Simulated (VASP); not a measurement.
# CdS in VASP: notebook

Runs on CdS. Level: PBE. Tasks: single point.

Program: VASP 6.6.1. These are calculated values, not measurements. Logs are shortened: lines on timing, memory, paths and dates and some standing lists are left out, and cuts for length are marked.

## 1. The cell of the first run

Symmetry: F-43m, No. 216, cubic system. The conventional cell has a = 5.820 Å, b = 5.820 Å, c = 5.820 Å, α = 90.00°, β = 90.00°, γ = 90.00°. Within 3.3 Å of Cd (site symmetry -43m) lie 4 S at 2.52 Å. Within 3.3 Å of S (site symmetry -43m) lie 4 Cd at 2.52 Å.

## 2. Single point, PBE

INCAR reads:

```
SYSTEM = CdS
PREC = Accurate ; ENCUT = 520
EDIFF = 1E-7 ; ISMEAR = -1
SIGMA = 0.01 ; LREAL = .FALSE.
LASPH = .TRUE. ; NELM = 80
ALGO = Normal ; ISIF = 2
LWAVE = .FALSE. ; LCHARG = .FALSE.
GGA = PE ; NBANDS = 16
```

KPOINTS reads:

```
Automatic mesh
0
G
  11 11 11
  0 0 0
```

POSCAR reads:

```
CdS
1.0
    0.0000000000      2.9100000000      2.9100000000
    2.9100000000      0.0000000000      2.9100000000
    2.9100000000      2.9100000000      0.0000000000
Cd S
1 1
Direct
    0.0000000000      0.0000000000      0.0000000000
    0.7500000000      0.7500000000      0.7500000000
```

Potentials or basis: VASP PAW PBE potentials, release 64 (Cd, S).

Started as:

```
> cat potpaw_PBE.64/Cd/POTCAR potpaw_PBE.64/S/POTCAR > POTCAR
> mpirun -np 1 vasp_std > vasp.out
```

OUTCAR:

```text
SYSTEM = CdS
   PREC = Accurate
   ENCUT = 520
   EDIFF = 1E-7
   ISMEAR = -1
   LREAL = .FALSE.
   LASPH = .TRUE.
   NELM = 80
   ISIF = 2
   GGA = PE

 ion  position               nearest neighbor table
   1  0.000  0.000  0.000-   2 2.52   2 2.52   2 2.52   2 2.52
   2  0.750  0.750  0.750-   1 2.52   1 2.52   1 2.52   1 2.52

  LATTYP: Found a face centered cubic cell.
 ALAT       =     5.8200000000

  Lattice vectors:

 A1 = (   0.0000000000,   2.9100000000,   2.9100000000)
 A2 = (   2.9100000000,   0.0000000000,   2.9100000000)
 A3 = (   2.9100000000,   2.9100000000,   0.0000000000)

Analysis of symmetry for initial positions (statically):
=====================================================================
 Subroutine PRICEL returns:
 Original cell was already a primitive cell.

 Routine SETGRP: Setting up the symmetry group for a
 face centered cubic supercell.

 Subroutine GETGRP returns: Found 24 space group operations
 (whereof 24 operations were pure point group operations)
 out of a pool of 48 trial point group operations.

The static configuration has the point symmetry T_d .

Analysis of symmetry for dynamics (positions and initial velocities):
=====================================================================
 Subroutine PRICEL returns:
 Original cell was already a primitive cell.

 Routine SETGRP: Setting up the symmetry group for a
 face centered cubic supercell.

 Subroutine GETGRP returns: Found 24 space group operations
 (whereof 24 operations were pure point group operations)
 out of a pool of 48 trial point group operations.

The dynamic configuration has the point symmetry T_d .

 Subroutine INISYM returns: Found 24 space group operations
 (whereof 24 operations are pure point group operations),
 and found     1 'primitive' translations

----------------------------------------------------------------------------------------

                                     Primitive cell

  volume of cell :      49.2843

  direct lattice vectors                    reciprocal lattice vectors
     0.000000000  2.910000000  2.910000000    -0.171821306  0.171821306  0.171821306
     2.910000000  0.000000000  2.910000000     0.171821306 -0.171821306  0.171821306
     2.910000000  2.910000000  0.000000000     0.171821306  0.171821306 -0.171821306

  length of vectors
     4.115361467  4.115361467  4.115361467     0.297603232  0.297603232  0.297603232

  position of ions in fractional coordinates (direct lattice)
     0.000000000  0.000000000  0.000000000
     0.750000000  0.750000000  0.750000000

  ion indices of the primitive-cell ions
   primitive index   ion index
                 1           1
                 2           2

----------------------------------------------------------------------------------------

 KPOINTS: Automatic mesh

Automatic generation of k-mesh.
 Grid dimensions read from file:
 generate k-points for:   11   11   11

 Generating k-lattice:

  Cartesian coordinates                     Fractional coordinates (reciprocal lattice)
    -0.015620119  0.015620119  0.015620119     0.090909091  0.000000000  0.000000000
     0.015620119 -0.015620119  0.015620119     0.000000000  0.090909091  0.000000000
     0.015620119  0.015620119 -0.015620119     0.000000000  0.000000000  0.090909091

  Length of vectors
     0.027054839  0.027054839  0.027054839

  Shift w.r.t. Gamma in fractional coordinates (k-lattice)
     0.000000000  0.000000000  0.000000000

 Subroutine IBZKPT returns following result:
 ===========================================

 Found     56 irreducible k-points:

 Following reciprocal coordinates:
            Coordinates               Weight
  0.000000  0.000000  0.000000      1.000000
  0.090909  0.000000  0.000000      8.000000
  0.181818  0.000000  0.000000      8.000000
  0.272727  0.000000  0.000000      8.000000
  0.363636  0.000000  0.000000      8.000000
  0.454545  0.000000  0.000000      8.000000
[... 16 lines left out ...]
 -0.272727  0.181818  0.000000     24.000000
 -0.181818  0.181818  0.000000     12.000000
 [... further k-points ...]
   k-points           NKPTS =     56   k-points in BZ     NKDIM =     56   number of bands    NBANDS=     16
   number of dos      NEDOS =    301   number of ions     NIONS =      2
   total plane-waves  NPLWV =  32768
   dimension x,y,z NGX =    32 NGY =   32 NGZ =   32
   dimension x,y,z NGXF=    64 NGYF=   64 NGZF=   64
   ions per type =               1   1
   NGX,Y,Z   is equivalent  to a cutoff of  12.93, 12.93, 12.93 a.u.
   NGXF,Y,Z  is equivalent  to a cutoff of  25.85, 25.85, 25.85 a.u.
 SYSTEM =  CdS
   PREC   = accura    normal or accurate (medium, high low for compatibility)
   ISTART =      0    job   : 0-new  1-cont  2-samecut
   ICHARG =      2    charge: 1-file 2-atom 10-const
   ISPIN  =      1    spin polarized calculation?
   LNONCOLLINEAR =      F non collinear calculations
   LSORBIT =      F    spin-orbit coupling
   LASPH  =      T    aspherical Exc in radial PAW
   ENCUT  =  520.0 eV  38.22 Ry    6.18 a.u.   7.65  7.65  7.65*2*pi/ulx,y,z
   NELM   =     80;   NELMIN=  2; NELMDL= -5     # of ELM steps
   EDIFF  = 0.1E-06   stopping-criterion for ELM
   LREAL  =      F    real-space projection
   EDIFFG = 0.1E-05   stopping-criterion for IOM
   NSW    =      0    number of steps for IOM
   IBRION =     -1    ionic relax: 0-MD 1-quasi-New 2-CG
   NFREE  =      0    steps in history (QN), initial steepest desc. (CG)
   ISIF   =      2    stress and relaxation
   ISYM   =      2    0-nonsym 1-usesym 2-fastsym
   POTIM  = 0.5000    time-step for ionic-motion
   TEBEG  =    0.0;   TEEND  =   0.0 temperature during run
   PSTRESS=    0.0 pullay stress
   NELECT =      18.0000    total number of electrons
   NUPDOWN=      -1.0000    fix difference up-down
   EMIN   =  10.00;   EMAX   =-10.00  energy-range for DOS
   EFERMI =   0.00;   METHOD = LEGACY
   ISMEAR =    -1;   SIGMA  =   0.01  broadening in eV -4-tet -1-fermi 0-gaus
   EFERMI_NEDOS =   21; number of points for ismear=-14 and -15
   IALGO  =     38    algorithm
   IMIX   =      4    mixing-type and parameters
     AMIX     =   0.40;   BMIX     =  1.00
     AMIX_MAG =   1.60;   BMIX_MAG =  1.00
  volume/ion in A,a.u.               =      24.64       166.29
  Fermi-wavevector in a.u.,A,eV,Ry     =   1.170207  2.211371 18.631605  1.369384
  Thomas-Fermi vector in A             =   2.306669
   LORBIT       =      0    0 simple, 1 ext, 2 COOP (PROOUT), +10 PAW based schemes
   GGA     = PE    functional components
   LHFCALC =     F    Hartree Fock is set to
   AEXX    =    0.0000 exact exchange contribution
   IVDW    =     0    specifies the selected vdW correction
   LEPSILON=     F    determine dielectric tensor
   LRPA    =     F    only Hartree local field effects (RPA)
 non-spin polarized calculation
  energy-cutoff  :      520.00
  volume of cell :       49.28
 maximum number of plane-waves:      1363
   NGX = 15   NGY = 15   NGZ = 15

 number of electron      18.0000003 magnetization

 Free energy of the ion-electron system (eV)
  ---------------------------------------------------
  ext. energy  EPLUGINS =         0.00000000
  ---------------------------------------------------
  free energy    TOTEN  =        -6.11441225 eV

  energy without entropy =       -6.11441225  energy(sigma->0) =       -6.11441225

 E-fermi :   1.6454     XC(G=0):  -9.1813

 val. band max:        1.3717277444   @ k =   0.0000   0.0000   0.0000
 cond. band min:       2.5363432075   @ k =   0.0000   0.0000   0.0000
 fundamental gap:      1.1646154631
 Fermi energy:         1.6453837531

 k-point     1 :       0.0000    0.0000    0.0000
  band No.  band energies     occupation
      1     -11.0396      2.00000
      2      -6.3808      2.00000
      3      -6.3808      2.00000
      4      -6.3808      2.00000
      5      -5.8915      2.00000
      6      -5.8915      2.00000
[... 8 lines left out ...]
     15      12.8626      0.00000
     16      12.8626      0.00000

 k-point     2 :       0.0909    0.0000    0.0000
  band No.  band energies     occupation
      1     -11.0055      2.00000
      2      -6.3682      2.00000
      3      -6.3682      2.00000
      4      -6.3530      2.00000
      5      -5.8923      2.00000
      6      -5.8923      2.00000
[... 8 lines left out ...]
     15      12.4642      0.00000
     16      13.2865      0.00000

 k-point     3 :       0.1818    0.0000    0.0000
  band No.  band energies     occupation
      1     -10.9136      2.00000
      2      -6.3362      2.00000
      3      -6.3362      2.00000
      4      -6.2593      2.00000
      5      -5.8919      2.00000
      6      -5.8919      2.00000
[... 8 lines left out ...]
     15      12.0288      0.00000
     16      13.1443      0.00000

 k-point     4 :       0.2727    0.0000    0.0000
  band No.  band energies     occupation
      1     -10.7928      2.00000
      2      -6.2994      2.00000
      3      -6.2994      2.00000
      4      -6.0775      2.00000
      5      -5.8844      2.00000
      6      -5.8844      2.00000
[... 8 lines left out ...]
     15      12.1048      0.00000
     16      12.6127      0.00000

 k-point     5 :       0.3636    0.0000    0.0000
  band No.  band energies     occupation
      1     -10.6819      2.00000
      2      -6.2723      2.00000
      3      -6.2723      2.00000
      4      -5.8688      2.00000
      5      -5.8688      2.00000
      6      -5.8076      2.00000
[... 8 lines left out ...]
     15      12.7746      0.00000
     16      12.7746      0.00000

 k-point     6 :       0.4545    0.0000    0.0000
  band No.  band energies     occupation
      1     -10.6165      2.00000
      2      -6.2597      2.00000
      3      -6.2597      2.00000
      4      -5.8550      2.00000
      5      -5.8550      2.00000
      6      -5.5502      2.00000
[... 8 lines left out ...]
     15      13.7128      0.00000
     16      13.7128      0.00000
[... 267 lines left out ...]
 k-point    21 :      -0.4545    0.1818    0.0000
  band No.  band energies     occupation
      1     -10.5591      2.00000
      2      -6.2291      2.00000
      3      -6.1907      2.00000
      4      -5.9143      2.00000
      5      -5.8541      2.00000
      6      -5.4242      2.00000
[... 8 lines left out ...]
     15      13.5862      0.00000
     16      14.3621      0.00000

 k-point    22 :      -0.3636    0.1818    0.0000
  band No.  band energies     occupation
      1     -10.5803      2.00000
      2      -6.2299      2.00000
      3      -6.2068      2.00000
      4      -5.8962      2.00000
      5      -5.8804      2.00000
      6      -5.5099      2.00000
[... 8 lines left out ...]
     15      13.0574      0.00000
     16      14.3438      0.00000

 k-point    23 :      -0.2727    0.1818    0.0000
  band No.  band energies     occupation
      1     -10.6522      2.00000
      2      -6.2394      2.00000
      3      -6.2390      2.00000
      4      -5.9284      2.00000
      5      -5.9039      2.00000
      6      -5.7302      2.00000
[... 8 lines left out ...]
     15      13.9191      0.00000
     16      14.3519      0.00000

 k-point    24 :      -0.1818    0.1818    0.0000
  band No.  band energies     occupation
      1     -10.7531      2.00000
      2      -6.2826      2.00000
      3      -6.2628      2.00000
      4      -6.0614      2.00000
      5      -5.9120      2.00000
      6      -5.8407      2.00000
[... 8 lines left out ...]
     15      13.0233      0.00000
     16      14.8932      0.00000

 [... further k-points ...]
[... 5 lines left out ...]
  --------------------------------------------------------------------------------------
  -------------------------------------------------------------------------------------
  Total        1.1284256      1.1284256      1.1284256      0.0000000     -0.0000000      0.0000000
  in kB       36.6838181     36.6838181     36.6838181      0.0000000     -0.0000000      0.0000000
  external PRESSURE =      36.6838181 kB  Pullay stress =       0.0000000 kB

 VOLUME and BASIS-vectors are now :
 -----------------------------------------------------------------------------
  energy-cutoff  :      520.00
  volume of cell :       49.28
      direct lattice vectors                 reciprocal lattice vectors
     0.000000000  2.910000000  2.910000000    -0.171821306  0.171821306  0.171821306
     2.910000000  0.000000000  2.910000000     0.171821306 -0.171821306  0.171821306
     2.910000000  2.910000000  0.000000000     0.171821306  0.171821306 -0.171821306

 POSITION                                       TOTAL-FORCE (eV/Angst)
 -----------------------------------------------------------------------------------
      0.00000      0.00000      0.00000        -0.000000     -0.000000     -0.000000
      4.36500      4.36500      4.36500         0.000000      0.000000      0.000000
 -----------------------------------------------------------------------------------
    total drift:                                0.000000      0.000000      0.000000

  FREE ENERGIE OF THE ION-ELECTRON SYSTEM (eV)
  ---------------------------------------------------
  free  energy   TOTEN  =        -6.1144122450 eV

  energy  without entropy=       -6.1144122450  energy(sigma->0) =       -6.11441225
```

It took 31 s on 1 thread of AMD EPYC 9R14 (Zen 4), shared host; peak memory 0.17 GiB.

Results:

| Quantity | Value |
| --- | --- |
| Free energy | -6.1144 eV |
| Pressure | 3.7 GPa |
| Band gap on the k mesh | 1.16 eV, direct |

## 3. Single point, PBE (z stretched by +2 % at fixed volume)

INCAR reads:

```
SYSTEM = CdS
  PREC = Accurate
  ENCUT = 520
  EDIFF = 1E-6
  ISMEAR = -1
  SIGMA = 0.01
  LREAL = .False.
  LASPH = .True.
  NELM = 80
  ALGO = Normal
  ISIF = 2
  LWAVE = .False.
  LCHARG = .False.
  GGA = PE
  NBANDS = 16
```

KPOINTS reads:

```
Automatic mesh
0
Gamma
  8 8 8
  0 0 0
```

POSCAR reads:

```
CdS
1.0
    0.0000000000      2.8813293501      2.9682000000
    2.8813293501      0.0000000000      2.9682000000
    2.8813293501      2.8813293501      0.0000000000
Cd S
1 1
Direct
    0.0000000000      0.0000000000      0.0000000000
    0.7500000000      0.7500000000      0.7500000000
```

Potentials or basis: VASP PAW PBE potentials, release 64 (Cd, S).

Started as:

```
> cat potpaw_PBE.64/Cd/POTCAR potpaw_PBE.64/S/POTCAR > POTCAR
> mpirun -np 1 vasp_std > vasp.out
```

Wall time 32 s (1 thread of AMD EPYC 9R14 (Zen 4), shared host); peak memory 0.17 GiB.

It converged, with:

* Free energy: -6.1126 eV
* Pressure: 3.6 GPa
* Band gap on the k mesh: 1.13 eV, direct

Stress tensor (GPa, compression positive):
```
3.81 0.00 0.00
0.00 3.81 0.00
0.00 0.00 3.30
```

Levels at points of the mesh, in eV from the valence-band top:
```tsv
k point	band 7	band 8	band 9	band 10	band 11	band 12
(0.00, 0.00, 0.00)	-0.09	0.00	0.00	1.13	6.52	6.52
(0.50, 0.00, 0.00)	-4.47	-0.85	-0.73	2.99	6.88	7.10
(0.50, 0.50, 0.00)	-4.13	-1.85	-1.85	3.59	4.50	9.03
(0.50, 0.00, 0.50)	-3.95	-2.00	-1.94	3.48	4.25	9.33
```

## 4. Single point, PBE (z stretched by +1.5 % at fixed volume)

INCAR reads:

```
SYSTEM = CdS
PREC = Accurate
ENCUT = 520
EDIFF = 1E-6
ISMEAR = -1
SIGMA = 0.01
LREAL = .False.
LASPH = .True.
NELM = 100
ALGO = Normal
ISIF = 2
LWAVE = .False.
LCHARG = .False.
GGA = PE
NBANDS = 16
```

KPOINTS is that of step 3.

POSCAR reads:

```
CdS
1.0
    0.0000000000      2.8884175019      2.9536500000
    2.8884175019      0.0000000000      2.9536500000
    2.8884175019      2.8884175019      0.0000000000
Cd S
1 1
Direct
    0.0000000000      0.0000000000      0.0000000000
    0.7500000000      0.7500000000      0.7500000000
```

Started as:

```
> cat potpaw_PBE.64/Cd/POTCAR potpaw_PBE.64/S/POTCAR > POTCAR
> mpirun -np 1 vasp_std > vasp.out
```

Wall time 28 s (1 thread of AMD EPYC 9R14 (Zen 4), shared host); peak memory 0.17 GiB.

Results (log left out):

```
Free energy            : -6.1133 eV
Pressure               : 3.7 GPa
Band gap on the k mesh : 1.14 eV, direct
```

Stress tensor (GPa, compression positive):
```
3.78 0.00 0.00
0.00 3.78 0.00
0.00 0.00 3.40
```

Levels at points of the mesh, in eV from the valence-band top:
```
           k point  band 7  band 8  band 9  band 10  band 11  band 12
(0.00, 0.00, 0.00)   -0.07    0.00    0.00     1.14     6.52     6.53
(0.50, 0.00, 0.00)   -4.46   -0.83   -0.74     3.00     6.91     7.08
(0.50, 0.50, 0.00)   -4.09   -1.86   -1.86     3.58     4.46     9.09
(0.50, 0.00, 0.50)   -3.96   -1.97   -1.93     3.49     4.28     9.31
```

## 5. The runs side by side

| cell | k mesh | gap on the mesh (eV) | pressure (GPa) |
| --- | --- | --- | --- |
| a = 4.115 Å, angles 60.0°, 2 atoms | 11 × 11 × 11 | 1.16 | 3.7 |
| a = 4.137, b = 4.137, c = 4.075 Å, angles 60.5, 60.5, 59.0°, 2 atoms | 8 × 8 × 8 | 1.13 | 3.6 |
| a = 4.131, b = 4.131, c = 4.085 Å, angles 60.4, 60.4, 59.3°, 2 atoms | 8 × 8 × 8 | 1.14 | 3.7 |

Alike in all rows: task single point; level PBE; potentials or basis VASP PAW PBE potentials, release 64 (Cd, S); no spin polarisation; cutoff (eV) 520; smearing fermi-dirac 0.01 eV.

Total energies depend on the potentials used, so only differences within one code and one set of settings carry meaning.
